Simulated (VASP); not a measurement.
# Mg63VSi32 (a cell with a defect) in VASP: a series of runs, part 3 of 3

VASP 6.6.1. The steps go on from the part before.

## Step 4: Single point, PBEsol, collinear spin, ferromagnetic start

The input, INCAR:

```
PREC     = Accurate       # precision mode
ENCUT    = 520            # plane-wave cutoff, eV
EDIFF    = 1E-6           # SCF threshold, eV
ISMEAR   = -1             # smearing method
SIGMA    = 0.05           # smearing width, eV
LREAL    = Auto         
LASPH    = True           # aspherical terms in the spheres
NELM     = 150            # most SCF steps
ALGO     = Normal         # electronic algorithm
ISIF     = 2              # what is computed and relaxed
LWAVE    = False          # write WAVECAR
LCHARG   = False          # write CHGCAR
ISPIN    = 2              # spin polarisation
MAGMOM   = 0 0 0 0 0 0 0 0 0 0 0 0 0 0 0 0 0 0 0 0 0 0 0 0 0 0 0 0 0 0 0 0 0 0 0 0 0 0 0 0 0 0 0 0 0 0 0 0 0 0 0 0 0 0 0 0 0 0 0 0 0 0 0 1 0 0 0 0 0 0 0 0 0 0 0 0 0 0 0 0 0 0 0 0 0 0 0 0 0 0 0 0 0 0 0 0 # initial moments
LORBIT   = 11             # projections on sites
LMAXMIX  = 4              # l up to which the mixer works
GGA      = PS             # functional
ISYM     = 0            
NBANDS   = 192            # bands
LUSENCCL = False
```

The input, KPOINTS:

```
Automatic mesh
0
Gamma
  1 1 1
  0.25 0.25 0.25
```

The input, POSCAR:

```
Mg63VSi32
1.0
   12.6494980000      0.0000000000      0.0000000000
    0.0000000000     12.6494980000      0.0000000000
    0.0000000000      0.0000000000     12.6494980000
Mg V Si
63 1 32
Direct
    0.3752640000      0.1246210000      0.1251650000
    0.3748710000      0.1251370000      0.6251020000
    0.3748550000      0.6245520000      0.1256570000
    0.8749620000      0.1246630000      0.1251670000
    0.8749440000      0.1246630000      0.6254770000
    0.8749650000      0.6250370000      0.1250870000
    0.8753990000      0.6246320000      0.6250480000
    0.1252130000      0.3749490000      0.1248640000
    0.1254380000      0.3751740000      0.6247140000
    0.1248500000      0.8747810000      0.1256400000
    0.1255290000      0.8745010000      0.6261150000
    0.6251270000      0.3745800000      0.1256650000
    0.6247340000      0.3753410000      0.6261560000
    0.6248800000      0.8746670000      0.1246560000
    0.6244490000      0.8742740000      0.6236770000
    0.1251290000      0.1243620000      0.3752710000
    0.1248930000      0.1252090000      0.8752780000
    0.1253660000      0.6241980000      0.3756650000
    0.1255740000      0.6256780000      0.8748460000
    0.6250950000      0.1251540000      0.3750450000
    0.6248760000      0.1241270000      0.8750520000
    0.6246160000      0.6256720000      0.3757530000
    0.6246020000      0.6232360000      0.8748110000
    0.1243780000      0.1245690000      0.1250060000
    0.1250270000      0.1247970000      0.6251820000
    0.1250430000      0.6246900000      0.1252670000
    0.1268280000      0.6241960000      0.6246380000
    0.6249240000      0.1242030000      0.1246930000
    0.6247690000      0.1246860000      0.6250700000
    0.6247830000      0.6246330000      0.1251010000
    0.6242450000      0.6235920000      0.6241970000
    0.3745590000      0.3750420000      0.3754960000
    0.3759770000      0.3754520000      0.8747950000
    0.3759120000      0.8743980000      0.3758430000
    0.3735470000      0.8743030000      0.8747560000
    0.8746580000      0.3750150000      0.3753450000
    0.8754490000      0.3746060000      0.8752140000
    0.8754180000      0.8748170000      0.3750240000
    0.8744280000      0.8746930000      0.8751390000
    0.3750010000      0.3747080000      0.1252750000
    0.3743490000      0.3767160000      0.6245110000
    0.3747780000      0.8744940000      0.1250620000
    0.3738090000      0.8740040000      0.6243050000
    0.8748410000      0.3741630000      0.1250060000
    0.8751060000      0.3748120000      0.6252470000
    0.8744900000      0.8746560000      0.1248060000
    0.8748000000      0.8745490000      0.6250310000
    0.3750150000      0.1247190000      0.3752310000
    0.3748090000      0.1246630000      0.8749860000
    0.3743440000      0.6240730000      0.3771000000
    0.3740100000      0.6237170000      0.8744570000
    0.8748120000      0.1245810000      0.3745340000
    0.8745550000      0.1242090000      0.8750480000
    0.8750330000      0.6247470000      0.3751750000
    0.8748580000      0.6245860000      0.8749040000
    0.1250280000      0.3747050000      0.3751260000
    0.1270840000      0.3768620000      0.8721170000
    0.1270490000      0.8716210000      0.3772380000
    0.1247140000      0.8749130000      0.8752940000
    0.6219320000      0.3768170000      0.3772930000
    0.6252070000      0.3744200000      0.8752850000
    0.6251210000      0.8748850000      0.3748490000
    0.6223450000      0.8720190000      0.8724650000
    0.3750260000      0.6248890000      0.6252400000
    0.9997810000      0.9995380000      0.0001430000
    0.0005210000      0.9992270000      0.5002350000
    0.0005390000      0.4998610000      0.9996650000
    0.0001890000      0.4999310000      0.5004710000
    0.4996600000      0.9986900000      0.9992550000
    0.4997600000      0.9998210000      0.5004920000
    0.4997870000      0.4999710000      0.0003880000
    0.4939140000      0.5051900000      0.5056600000
    0.2501960000      0.2503510000      0.9997150000
    0.2502570000      0.2498700000      0.5003020000
    0.2502710000      0.7494430000      0.0002780000
    0.2554450000      0.7437150000      0.5056740000
    0.7498910000      0.2494430000      0.0000290000
    0.7495080000      0.2503030000      0.5002730000
    0.7490970000      0.7494480000      0.9992250000
    0.7501440000      0.7495220000      0.5003560000
    0.2500960000      0.9992630000      0.2506660000
    0.2502470000      0.9999480000      0.7500070000
    0.2502290000      0.4999610000      0.2504000000
    0.2554650000      0.5052760000      0.7441430000
    0.7498710000      0.9997190000      0.2499060000
    0.7489580000      0.9988710000      0.7498750000
    0.7494740000      0.4998380000      0.2506610000
    0.7501330000      0.4999510000      0.7500080000
    0.9998780000      0.2497010000      0.2501820000
    0.0002560000      0.2499130000      0.7504020000
    0.0002380000      0.7499570000      0.2504300000
    0.0003650000      0.7493570000      0.7496570000
    0.5003200000      0.2498670000      0.2504300000
    0.4994890000      0.2501800000      0.7496560000
    0.4994500000      0.7492880000      0.2506420000
    0.4928610000      0.7425910000      0.7430080000
```

Potentials or basis: VASP PAW PBE potentials, release 64 (Mg, V_sv, Si).

The run is started by

```bash
$ cat potpaw_PBE.64/Mg/POTCAR potpaw_PBE.64/V_sv/POTCAR potpaw_PBE.64/Si/POTCAR > POTCAR
$ mpirun -np 1 vasp_std > vasp.out
```

OUTCAR:

```text
PREC = Accurate
   ENCUT = 520
   EDIFF = 1E-6
   ISMEAR = -1
   LREAL = Auto
   LASPH = True
   NELM = 150
   ISIF = 2
   ISPIN = 2
   LORBIT = 11
   GGA = PS
   ISYM = 0

 ion  position               nearest neighbor table
   1  0.375  0.125  0.125-  93 2.74  81 2.75  69 2.75  73 2.75  28 3.16  48 3.16  40 3.16  42 3.16
                            49 3.16  24 3.17
   2  0.375  0.125  0.625-  74 2.73  94 2.73  82 2.74  70 2.74  25 3.16  48 3.16  49 3.16  29 3.16
                            43 3.18  41 3.18
   3  0.375  0.625  0.126-  83 2.73  95 2.73  71 2.74  75 2.74  26 3.16  40 3.16  30 3.16  42 3.16
                            51 3.18  50 3.18
   4  0.875  0.125  0.125-  85 2.74  65 2.74  89 2.74  77 2.74  52 3.15  24 3.15  44 3.16  46 3.16
                            28 3.16  53 3.16
   5  0.875  0.125  0.625-  90 2.74  86 2.75  66 2.75  78 2.75  53 3.16  25 3.16  47 3.16  45 3.16
                            29 3.16  52 3.17
   6  0.875  0.625  0.125-  91 2.74  79 2.75  67 2.75  87 2.75  46 3.16  26 3.16  54 3.16  30 3.16
                            55 3.16  44 3.17
   7  0.875  0.625  0.625-  68 2.73  92 2.73  80 2.74  88 2.74  45 3.16  55 3.16  54 3.16  47 3.16
                            31 3.18  27 3.18
   8  0.125  0.375  0.125-  73 2.74  67 2.74  83 2.74  89 2.75  26 3.16  40 3.16  56 3.17  44 3.17
                            24 3.17  57 3.20
   9  0.125  0.375  0.625-  68 2.73  74 2.74  90 2.75  84 2.77  57 3.13  41 3.15  27 3.15  56 3.16
[... 171 lines left out ...]
  95  0.499  0.749  0.251-  34 2.73  22 2.73   3 2.73  42 2.74  62 2.74  30 2.74  50 2.75  14 2.75

  96  0.493  0.743  0.743-  64 2.58  43 2.70  51 2.70  31 2.70  15 2.80  35 2.80  23 2.80  63 2.84

IMPORTANT INFORMATION: All symmetrisations will be switched off!
NOSYMM: (Re-)initialisation of all symmetry stuff for point group C_1.

----------------------------------------------------------------------------------------

                                     Primitive cell

  volume of cell :    2024.0436

  direct lattice vectors                    reciprocal lattice vectors
    12.649498000  0.000000000  0.000000000     0.079054521  0.000000000  0.000000000
     0.000000000 12.649498000  0.000000000     0.000000000  0.079054521  0.000000000
     0.000000000  0.000000000 12.649498000     0.000000000  0.000000000  0.079054521

  length of vectors
    12.649498000 12.649498000 12.649498000     0.079054521  0.079054521  0.079054521

  position of ions in fractional coordinates (direct lattice)
     0.375264000  0.124621000  0.125165000
     0.374871000  0.125137000  0.625102000
     0.374855000  0.624552000  0.125657000
     0.874962000  0.124663000  0.125167000
     0.874944000  0.124663000  0.625477000
     0.874965000  0.625037000  0.125087000
[... 88 lines left out ...]
     0.499450000  0.749288000  0.250642000
     0.492861000  0.742591000  0.743008000

  ion indices of the primitive-cell ions
   primitive index   ion index
                 1           1
                 2           2
                 3           3
                 4           4
                 5           5
                 6           6
[... 88 lines left out ...]
                95          95
                96          96

----------------------------------------------------------------------------------------

 KPOINTS: Automatic mesh

Automatic generation of k-mesh.
 Grid dimensions read from file:
[... 48 lines left out ...]
   LEPSILON=     F    determine dielectric tensor
   LRPA    =     F    only Hartree local field effects (RPA)
 spin polarized calculation
  energy-cutoff  :      520.00
  volume of cell :     2024.04
 maximum number of plane-waves:     54486
 NGX is ok and might be reduce to    96
   NGX = 47   NGY = 47   NGZ = 47

 number of electron     267.0000009 magnetization       2.8673733

 Free energy of the ion-electron system (eV)
  ---------------------------------------------------
  ext. energy  EPLUGINS =         0.00000000
  ---------------------------------------------------
  free energy    TOTEN  =      -316.02061535 eV

  energy without entropy =     -315.94413446  energy(sigma->0) =     -315.98237491

 E-fermi :   3.8583     XC(G=0):  -8.9377

 val. band max:        3.7989159398   @ k =  -0.2500  -0.2500   0.2500
 cond. band min:       3.9715106817   @ k =  -0.2500  -0.2500   0.2500
 fundamental gap:      0.1725947419
 Fermi energy:         3.8582648789

 spin component 1

 k-point     1 :       0.2500    0.2500    0.2500
  band No.  band energies     occupation
      1     -60.8031      1.00000
      2     -34.7786      1.00000
      3     -34.7785      1.00000
      4     -34.7769      1.00000
      5      -5.3825      1.00000
      6      -5.0292      1.00000
[... 581 lines left out ...]
    144       4.9028      0.00000
    145       4.9286      0.00000
 Fermi energy:         3.8582648789

 spin component 2

 k-point     1 :       0.2500    0.2500    0.2500
  band No.  band energies     occupation
      1     -58.8429      1.00000
      2     -32.8400      1.00000
      3     -32.8265      1.00000
      4     -32.8259      1.00000
      5      -5.3731      1.00000
      6      -5.0116      1.00000
[... 581 lines left out ...]
    144       4.9510      0.00000
    145       5.0263      0.00000
 [bands above 145 left out]

------------------------ aborting loop because EDIFF is reached ----------------------------------------

  FORCE on cell =-STRESS in cart. coord.  units (eV):
  Direction    XX          YY          ZZ          XY          YZ          ZX
  --------------------------------------------------------------------------------------
  -------------------------------------------------------------------------------------
  Total       -3.5679047     -3.5673878     -3.5723571      0.1752388      0.1903103      0.1773028
  in kB       -2.8242553     -2.8238462     -2.8277797      0.1387142      0.1506444      0.1403480
  external PRESSURE =      -2.8252937 kB  Pullay stress =       0.0000000 kB

 VOLUME and BASIS-vectors are now :
 -----------------------------------------------------------------------------
  energy-cutoff  :      520.00
  volume of cell :     2024.04
      direct lattice vectors                 reciprocal lattice vectors
    12.649498000  0.000000000  0.000000000     0.079054521  0.000000000  0.000000000
     0.000000000 12.649498000  0.000000000     0.000000000  0.079054521  0.000000000
     0.000000000  0.000000000 12.649498000     0.000000000  0.000000000  0.079054521

 POSITION                                       TOTAL-FORCE (eV/Angst)
 -----------------------------------------------------------------------------------
      4.74690      1.57639      1.58327        -0.023423     -0.004929     -0.009327
      4.74193      1.58292      7.90723         0.008205      0.001743      0.004539
      4.74173      7.90027      1.58950         0.009810      0.010647     -0.004150
     11.06783      1.57692      1.58330        -0.002447      0.000403     -0.007707
     11.06760      1.57692      7.91197        -0.008055     -0.005427     -0.028561
     11.06787      7.90640      1.58229        -0.007702     -0.025596     -0.006528
[... 88 lines left out ...]
      6.31779      9.47812      3.17050         0.006229      0.002494     -0.011721
      6.23444      9.39340      9.39868         0.043787      0.040497      0.048137
 -----------------------------------------------------------------------------------
    total drift:                                0.002564      0.006575      0.004527

  FREE ENERGIE OF THE ION-ELECTRON SYSTEM (eV)
  ---------------------------------------------------
  free  energy   TOTEN  =      -316.0206153542 eV

  energy  without entropy=     -315.9441344579  energy(sigma->0) =     -315.98237491

 total charge

# of ion       s       p       d       tot
------------------------------------------
    1        0.182   0.142   0.024   0.348
    2        0.182   0.143   0.025   0.350
    3        0.182   0.143   0.025   0.350
    4        0.182   0.144   0.025   0.350
    5        0.182   0.142   0.024   0.348
    6        0.182   0.142   0.024   0.348
[... 88 lines left out ...]
   95        0.758   0.950   0.000   1.708
   96        0.762   0.934   0.000   1.697
--------------------------------------------------
tot         37.982  45.497   4.574  88.053

 magnetization (x)

# of ion       s       p       d       tot
------------------------------------------
    1        0.001   0.001  -0.000   0.002
    2        0.001   0.000   0.000   0.001
    3        0.001   0.000   0.000   0.001
    4        0.001  -0.000   0.000   0.001
    5        0.001   0.001  -0.000   0.002
    6        0.001   0.001  -0.000   0.002
[... 88 lines left out ...]
   95        0.000  -0.002   0.000  -0.002
   96       -0.006  -0.025   0.000  -0.031
--------------------------------------------------
tot          0.090  -0.122   2.004   1.971
```

It took 8.9 min on 1 × NVIDIA H100 80GB with 1 thread of Intel Xeon Platinum 8481C at 2.70GHz (Sapphire Rapids), shared host; peak memory 3.5 GiB.

What came out:

- Free energy: -316.0206 eV
- Pressure: -0.3 GPa
- Largest force: 0.077 eV/Å
- Band gap on the k mesh: 0.17 eV
- Net moment: 2.87 μB per cell
- Site moments: Mg +0.00, +0.01, -0.00; V +2.04; Si -0.00, -0.03 μB
- Valence electrons inside the program's atomic spheres: Mg 0.35, 0.36, 0.34; V 11.39; Si 1.71, 1.70

Forces in eV/Å, atoms in the order of the input:
```
Mg  -0.023 -0.005 -0.009
Mg   0.008  0.002  0.005
Mg   0.010  0.011 -0.004
Mg  -0.002  0.000 -0.008
Mg  -0.008 -0.005 -0.029
Mg  -0.008 -0.026 -0.007
Mg  -0.002  0.009  0.006
Mg  -0.015 -0.016 -0.010
Mg  -0.018 -0.023 -0.035
Mg   0.003 -0.001 -0.006
Mg  -0.027 -0.010  0.002
Mg  -0.001 -0.001 -0.008
Mg  -0.013 -0.029  0.000
Mg  -0.016 -0.018  0.002
Mg  -0.019 -0.024  0.012
Mg  -0.011 -0.008 -0.010
Mg   0.000 -0.004  0.005
Mg  -0.020 -0.031 -0.021
Mg  -0.027  0.007 -0.009
Mg   0.000 -0.004  0.005
Mg  -0.018  0.007 -0.013
Mg  -0.008  0.004 -0.025
Mg  -0.026  0.014 -0.024
Mg   0.015  0.014  0.011
Mg   0.001  0.000 -0.003
Mg   0.000  0.005 -0.003
Mg  -0.036  0.032  0.030
Mg   0.020  0.011  0.004
Mg  -0.004  0.018  0.006
Mg  -0.005  0.011  0.017
Mg  -0.011  0.052  0.041
Mg  -0.034 -0.019 -0.016
Mg   0.004 -0.031 -0.007
Mg   0.003 -0.008 -0.028
Mg   0.011 -0.024 -0.023
Mg  -0.010 -0.016 -0.011
Mg  -0.003 -0.003  0.005
Mg  -0.005  0.002  0.002
Mg   0.003 -0.017 -0.018
Mg   0.006  0.001 -0.002
Mg   0.033 -0.042  0.033
Mg   0.012 -0.005  0.019
Mg   0.051 -0.011  0.039
Mg   0.012  0.012  0.010
Mg  -0.003 -0.004 -0.002
Mg   0.008  0.021  0.004
Mg   0.018 -0.003  0.009
Mg   0.002 -0.001  0.000
Mg   0.015  0.020 -0.002
Mg   0.033  0.035 -0.036
Mg   0.046  0.046 -0.011
Mg   0.012  0.013  0.019
Mg   0.007  0.009  0.026
Mg  -0.001  0.000  0.002
Mg   0.022  0.013 -0.001
Mg  -0.008 -0.007 -0.002
Mg   0.006  0.002  0.053
Mg   0.007  0.054  0.006
Mg  -0.003 -0.006 -0.002
Mg   0.053  0.005  0.005
Mg  -0.009 -0.006  0.001
Mg  -0.004 -0.004 -0.002
Mg  -0.013 -0.012 -0.011
V   -0.036 -0.043 -0.034
Si  -0.004  0.007 -0.003
Si   0.001 -0.005 -0.007
Si   0.001 -0.011 -0.007
Si   0.003  0.000 -0.005
Si   0.009  0.011  0.003
Si  -0.011 -0.004 -0.009
Si  -0.009 -0.009 -0.009
Si   0.008  0.036  0.030
Si  -0.016 -0.002 -0.009
Si  -0.005  0.006  0.004
Si  -0.012 -0.008 -0.005
Si   0.031  0.006  0.031
Si   0.004 -0.003  0.003
Si  -0.005  0.002 -0.007
Si   0.003  0.007  0.007
Si  -0.011 -0.014 -0.004
Si  -0.011 -0.011  0.005
Si  -0.010 -0.011 -0.011
Si  -0.004 -0.004  0.004
Si   0.032  0.034  0.002
Si   0.001 -0.007  0.001
Si   0.011 -0.003  0.006
Si  -0.005 -0.007  0.006
Si  -0.007 -0.004 -0.014
Si   0.005  0.002 -0.006
Si   0.008  0.011 -0.023
Si   0.007 -0.027  0.007
Si  -0.011  0.001  0.011
Si  -0.029  0.011  0.006
Si   0.005 -0.009  0.009
Si   0.006  0.002 -0.012
Si   0.044  0.040  0.048
```

Caveat: the PAW data sets were made with another functional, which shifts forces and pressure a little.
